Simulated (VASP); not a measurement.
# SnS2 (P-3m1) in VASP: single point with PBEsol

Aim: the single point of SnS2 with PBEsol.

Program: VASP 6.6.1. These are calculated values, not measurements. Logs are shortened: lines on timing, memory, paths and dates and some standing lists are left out, and cuts for length are marked.

### Step 1. The cell of the first run

The structure is trigonal, space group P-3m1 (No. 164). Conventional cell: a = 3.639 Å, b = 3.639 Å, c = 5.868 Å, α = 90.00°, β = 90.00°, γ = 120.00°. Sn (site symmetry -3m) has 6 S at 2.56 Å within 3.4 Å. Within 3.4 Å of S (site symmetry 3m) lie 3 Sn at 2.56 Å.

### Step 2. Single point, PBEsol

File INCAR:

```
SYSTEM = SnS2
ALGO = Normal ; EDIFF = 1E-6
ENCUT = 500 ; GGA = PS
GGA_COMPAT = .FALSE. ; ISIF = 2
ISMEAR = 0 ; LASPH = .TRUE.
LCHARG = .FALSE. ; LREAL = .FALSE.
LWAVE = .FALSE. ; NBANDS = 20
NELM = 120 ; PREC = Accurate
SIGMA = 0.01
```

File KPOINTS:

```
k-points
0
G
  5 5 3
  0 0 0
```

File POSCAR:

```
SnS2
1.0
    3.6390000000      0.0000000000      0.0000000000
   -1.8195000000      3.1514664444      0.0000000000
    0.0000000000      0.0000000000      5.8680000000
Sn S
1 2
Direct
    0.0000000000      0.0000000000      0.0000000000
    0.3333333333      0.6666666667      0.2500000000
    0.6666666667      0.3333333333      0.7500000000
```

Potentials or basis: VASP PAW PBE potentials, release 64 (Sn_d, S).

Started as:

```sh
$ cat potpaw_PBE.64/Sn_d/POTCAR potpaw_PBE.64/S/POTCAR > POTCAR
$ mpirun -np 1 vasp_std > vasp.out
```

OUTCAR:

```text
SYSTEM = SnS2
   EDIFF = 1E-6
   ENCUT = 500
   GGA = PS
   ISIF = 2
   ISMEAR = 0
   LASPH = .TRUE.
   LREAL = .FALSE.
   NELM = 120
   PREC = Accurate

 ion  position               nearest neighbor table
   1  0.000  0.000  0.000-   2 2.56   3 2.56   3 2.56   2 2.56   3 2.56   2 2.56
   2  0.333  0.667  0.250-   1 2.56   1 2.56   1 2.56
   3  0.667  0.333  0.750-   1 2.56   1 2.56   1 2.56

  LATTYP: Found a hexagonal cell.
 ALAT       =     3.6390000000
 C/A-ratio  =     1.6125309151

  Lattice vectors:

 A1 = (   3.6390000000,   0.0000000000,   0.0000000000)
 A2 = (  -1.8195000000,   3.1514664444,   0.0000000000)
 A3 = (   0.0000000000,   0.0000000000,   5.8680000000)

Analysis of symmetry for initial positions (statically):
=====================================================================
 Subroutine PRICEL returns:
 Original cell was already a primitive cell.

 Routine SETGRP: Setting up the symmetry group for a
 hexagonal supercell.

 Subroutine GETGRP returns: Found 12 space group operations
 (whereof 12 operations were pure point group operations)
 out of a pool of 24 trial point group operations.

The static configuration has the point symmetry D_3d.

Analysis of symmetry for dynamics (positions and initial velocities):
=====================================================================
 Subroutine PRICEL returns:
 Original cell was already a primitive cell.

 Routine SETGRP: Setting up the symmetry group for a
 hexagonal supercell.

 Subroutine GETGRP returns: Found 12 space group operations
 (whereof 12 operations were pure point group operations)
 out of a pool of 24 trial point group operations.

The dynamic configuration has the point symmetry D_3d.

 Subroutine INISYM returns: Found 12 space group operations
 (whereof 12 operations are pure point group operations),
 and found     1 'primitive' translations

----------------------------------------------------------------------------------------

                                     Primitive cell

  volume of cell :      67.2953

  direct lattice vectors                    reciprocal lattice vectors
     3.639000000  0.000000000  0.000000000     0.274800769  0.158656298  0.000000000
    -1.819500000  3.151466444  0.000000000     0.000000000  0.317312596  0.000000000
     0.000000000  0.000000000  5.868000000     0.000000000  0.000000000  0.170415815

  length of vectors
     3.639000000  3.639000000  5.868000000     0.317312596  0.317312596  0.170415815

  position of ions in fractional coordinates (direct lattice)
     0.000000000  0.000000000  0.000000000
     0.333333333  0.666666667  0.250000000
     0.666666667  0.333333333  0.750000000

  ion indices of the primitive-cell ions
   primitive index   ion index
                 1           1
                 2           2
                 3           3

----------------------------------------------------------------------------------------

 KPOINTS: k-points

Automatic generation of k-mesh.
 Grid dimensions read from file:
 generate k-points for:    5    5    3

 Generating k-lattice:

  Cartesian coordinates                     Fractional coordinates (reciprocal lattice)
     0.054960154  0.031731260  0.000000000     0.200000000  0.000000000  0.000000000
     0.000000000  0.063462519  0.000000000     0.000000000  0.200000000  0.000000000
     0.000000000  0.000000000  0.056805272     0.000000000  0.000000000  0.333333333

  Length of vectors
     0.063462519  0.063462519  0.056805272

  Shift w.r.t. Gamma in fractional coordinates (k-lattice)
     0.000000000  0.000000000  0.000000000

 Subroutine IBZKPT returns following result:
 ===========================================

 Found     12 irreducible k-points:

 Following reciprocal coordinates:
            Coordinates               Weight
  0.000000  0.000000  0.000000      1.000000
  0.200000  0.000000  0.000000      6.000000
  0.400000  0.000000  0.000000      6.000000
  0.200000  0.200000  0.000000      6.000000
  0.400000  0.200000  0.000000      6.000000
  0.000000  0.000000  0.333333      2.000000
  0.200000  0.000000  0.333333      6.000000
  0.000000  0.200000  0.333333      6.000000
  0.400000  0.000000  0.333333      6.000000
  0.000000  0.400000  0.333333      6.000000
  0.200000  0.200000  0.333333     12.000000
  0.400000  0.200000  0.333333     12.000000
   k-points           NKPTS =     12   k-points in BZ     NKDIM =     12   number of bands    NBANDS=     20
   number of dos      NEDOS =    301   number of ions     NIONS =      3
   total plane-waves  NPLWV =  37632
   dimension x,y,z NGX =    28 NGY =   28 NGZ =   48
   dimension x,y,z NGXF=    56 NGYF=   56 NGZF=   96
   ions per type =               1   2
   NGX,Y,Z   is equivalent  to a cutoff of  12.79, 12.79, 13.60 a.u.
   NGXF,Y,Z  is equivalent  to a cutoff of  25.58, 25.58, 27.20 a.u.
 SYSTEM =  SnS2
   PREC   = accura    normal or accurate (medium, high low for compatibility)
   ISTART =      0    job   : 0-new  1-cont  2-samecut
   ICHARG =      2    charge: 1-file 2-atom 10-const
   ISPIN  =      1    spin polarized calculation?
   LNONCOLLINEAR =      F non collinear calculations
   LSORBIT =      F    spin-orbit coupling
   LASPH  =      T    aspherical Exc in radial PAW
   ENCUT  =  500.0 eV  36.75 Ry    6.06 a.u.   6.63  6.63 10.70*2*pi/ulx,y,z
   NELM   =    120;   NELMIN=  2; NELMDL= -5     # of ELM steps
   EDIFF  = 0.1E-05   stopping-criterion for ELM
   LREAL  =      F    real-space projection
   EDIFFG = 0.1E-04   stopping-criterion for IOM
   NSW    =      0    number of steps for IOM
   IBRION =     -1    ionic relax: 0-MD 1-quasi-New 2-CG
   NFREE  =      0    steps in history (QN), initial steepest desc. (CG)
   ISIF   =      2    stress and relaxation
   ISYM   =      2    0-nonsym 1-usesym 2-fastsym
   POTIM  = 0.5000    time-step for ionic-motion
   TEBEG  =    0.0;   TEEND  =   0.0 temperature during run
   PSTRESS=    0.0 pullay stress
   NELECT =      26.0000    total number of electrons
   NUPDOWN=      -1.0000    fix difference up-down
   EMIN   =  10.00;   EMAX   =-10.00  energy-range for DOS
   EFERMI =   0.00;   METHOD = LEGACY
   ISMEAR =     0;   SIGMA  =   0.01  broadening in eV -4-tet -1-fermi 0-gaus
   EFERMI_NEDOS =   21; number of points for ismear=-14 and -15
   IALGO  =     38    algorithm
   IMIX   =      4    mixing-type and parameters
     AMIX     =   0.40;   BMIX     =  1.00
     AMIX_MAG =   1.60;   BMIX_MAG =  1.00
  volume/ion in A,a.u.               =      22.43       151.38
  Fermi-wavevector in a.u.,A,eV,Ry     =   1.192352  2.253218 19.343434  1.421702
  Thomas-Fermi vector in A             =   2.328392
   LORBIT       =      0    0 simple, 1 ext, 2 COOP (PROOUT), +10 PAW based schemes
   GGA     = PS    functional components
   LHFCALC =     F    Hartree Fock is set to
   AEXX    =    0.0000 exact exchange contribution
   IVDW    =     0    specifies the selected vdW correction
   LEPSILON=     F    determine dielectric tensor
   LRPA    =     F    only Hartree local field effects (RPA)
 non-spin polarized calculation
 Gauss-broadening in eV      SIGMA  =   0.01
  energy-cutoff  :      500.00
  volume of cell :       67.30
 maximum number of plane-waves:      1737
 NGX is ok and might be reduce to    28
   NGX = 13   NGY = 13   NGZ = 21

 number of electron      26.0000007 magnetization

 Free energy of the ion-electron system (eV)
  ---------------------------------------------------
  ext. energy  EPLUGINS =         0.00000000
  ---------------------------------------------------
  free energy    TOTEN  =       -14.24106417 eV

  energy without entropy =      -14.24106417  energy(sigma->0) =      -14.24106417

 E-fermi :   4.8654     XC(G=0):  -9.8566

 val. band max:        4.7366973545   @ k =   0.0000   0.0000   0.0000
 cond. band min:       6.1198225670   @ k =   0.0000   0.4000   0.3333
 fundamental gap:      1.3831252125
 Fermi energy:         4.8654432609

 k-point     1 :       0.0000    0.0000    0.0000
  band No.  band energies     occupation
      1     -16.1301      2.00000
      2     -16.1301      2.00000
      3     -16.0869      2.00000
      4     -16.0565      2.00000
      5     -16.0565      2.00000
      6      -9.1594      2.00000
[... 12 lines left out ...]
     19      14.2236      0.00000
     20      14.2236      0.00000

 k-point     2 :       0.2000    0.0000    0.0000
  band No.  band energies     occupation
      1     -16.1568      2.00000
      2     -16.1100      2.00000
      3     -16.0759      2.00000
      4     -16.0629      2.00000
      5     -16.0520      2.00000
      6      -8.7086      2.00000
[... 12 lines left out ...]
     19      13.4082      0.00000
     20      14.6033      0.00000

 k-point     3 :       0.4000    0.0000    0.0000
  band No.  band energies     occupation
      1     -16.2064      2.00000
      2     -16.0969      2.00000
      3     -16.0942      2.00000
      4     -16.0306      2.00000
      5     -16.0247      2.00000
      6      -7.5642      2.00000
[... 12 lines left out ...]
     19      14.6091      0.00000
     20      15.3800      0.00000

 k-point     4 :       0.2000    0.2000    0.0000
  band No.  band energies     occupation
      1     -16.1780      2.00000
      2     -16.1139      2.00000
      3     -16.0769      2.00000
      4     -16.0590      2.00000
      5     -16.0268      2.00000
      6      -7.8855      2.00000
[... 153 lines left out ...]
 k-point    11 :       0.2000    0.2000    0.3333
  band No.  band energies     occupation
      1     -16.1782      2.00000
      2     -16.1139      2.00000
      3     -16.0769      2.00000
      4     -16.0589      2.00000
      5     -16.0267      2.00000
      6      -7.7761      2.00000
[... 12 lines left out ...]
     19      13.0054      0.00000
     20      14.2374      0.00000

 k-point    12 :       0.4000    0.2000    0.3333
  band No.  band energies     occupation
      1     -16.1880      2.00000
      2     -16.1232      2.00000
      3     -16.0791      2.00000
      4     -16.0349      2.00000
      5     -16.0281      2.00000
      6      -6.8704      2.00000
[... 12 lines left out ...]
     19      14.1383      0.00000
     20      15.1264      0.00000

------------------------ aborting loop because EDIFF is reached ----------------------------------------

  FORCE on cell =-STRESS in cart. coord.  units (eV):
  Direction    XX          YY          ZZ          XY          YZ          ZX
  --------------------------------------------------------------------------------------
  -------------------------------------------------------------------------------------
  Total        0.5144088      0.5144088      0.4749835      0.0000000      0.0000000     -0.0000000
  in kB       12.2471235     12.2471235     11.3084813      0.0000000      0.0000000     -0.0000000
  external PRESSURE =      11.9342427 kB  Pullay stress =       0.0000000 kB

 VOLUME and BASIS-vectors are now :
 -----------------------------------------------------------------------------
  energy-cutoff  :      500.00
  volume of cell :       67.30
      direct lattice vectors                 reciprocal lattice vectors
     3.639000000  0.000000000  0.000000000     0.274800769  0.158656298  0.000000000
    -1.819500000  3.151466444  0.000000000     0.000000000  0.317312596  0.000000000
     0.000000000  0.000000000  5.868000000     0.000000000  0.000000000  0.170415815

 POSITION                                       TOTAL-FORCE (eV/Angst)
 -----------------------------------------------------------------------------------
      0.00000      0.00000      0.00000        -0.000000      0.000000      0.000000
     -0.00000      2.10098      1.46700         0.000000      0.000000      0.069845
      1.81950      1.05049      4.40100        -0.000000     -0.000000     -0.069845
 -----------------------------------------------------------------------------------
    total drift:                               -0.000000     -0.000000     -0.000000

  FREE ENERGIE OF THE ION-ELECTRON SYSTEM (eV)
  ---------------------------------------------------
  free  energy   TOTEN  =       -14.2410641694 eV

  energy  without entropy=      -14.2410641694  energy(sigma->0) =      -14.24106417
```

It took 16 s on 1 thread of AMD EPYC 7R13 (Zen 3), shared host; peak memory 0.15 GiB.

Results:

* Free energy: -14.2411 eV
* Pressure: 1.2 GPa
* Largest force: 0.070 eV/Å
* Band gap on the k mesh: 1.38 eV (least direct gap 1.90 eV)

Forces in eV/Å, atoms in the order of the input:
```
Sn   0.000  0.000  0.000
S    0.000  0.000  0.070
S    0.000  0.000 -0.070
```

Caveat: the PAW data sets were made with another functional, which shifts forces and pressure a little; spin-orbit coupling is left out, which moves the levels of the heavy elements; an odd mesh through Γ misses points on the zone boundary, where band edges can lie; this functional lacks dispersion, which binds the layers, so the pressure and a relaxed spacing across them are unreliable.
